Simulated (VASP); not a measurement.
Wanted: the native input for a VASP 6.6.1 run.

- Task: single point
- Functional: BLYP
- Potentials or basis: VASP PAW PBE potentials, release 64 (V_sv)
- Cutoff: 520 eV
- k mesh: 9 × 9 × 12
- Occupations: fermi-dirac, width 0.1 eV
- Spin: no spin polarisation
- Dipole correction: no
- Further INCAR settings: ALGO = Normal; EDIFF = 1e-07; NBANDS = 26

The structure of V lies in POSCAR:

```
V
1.0
    4.5092890627      0.0000000000      0.0000000000
   -2.2546445314      3.9051588813      0.0000000000
    0.0000000000      0.0000000000      2.4009588991
V
3
Direct
    1.0000000000      1.0000000000      0.0000000000
    0.3333333333      0.6666666667      0.5000000000
    0.6666666667      0.3333333333      0.5000000000
```

One way to write it, as run:

INCAR

```
PREC = Accurate ; ENCUT = 520
EDIFF = 1E-7 ; ISMEAR = -1
SIGMA = 0.1 ; LREAL = F
LASPH = T ; NELM = 100
ALGO = Normal ; ISIF = 2
LWAVE = F ; LCHARG = F
GGA = B5 ; ALDAX = 1.0
AGGAX = 1.0 ; AGGAC = 1.0
ALDAC = 0.0 ; NBANDS = 26
```

KPOINTS

```
Automatic mesh
0
Gamma
  9 9 12
```

Potentials or basis: VASP PAW PBE potentials, release 64 (V_sv).

Launch:

```console
$ cat potpaw_PBE.64/V_sv/POTCAR > POTCAR
$ mpirun -np 1 vasp_std > vasp.out
```

It gave:

```
Pressure : 0.3 GPa
```

Caveat: the PAW data sets were made with another functional, which shifts forces and pressure a little.

Wall time 72 s on 1 thread of Intel(R) Xeon(R) 6975P-C (Granite Rapids), on a shared host, peak memory 0.19 GiB.
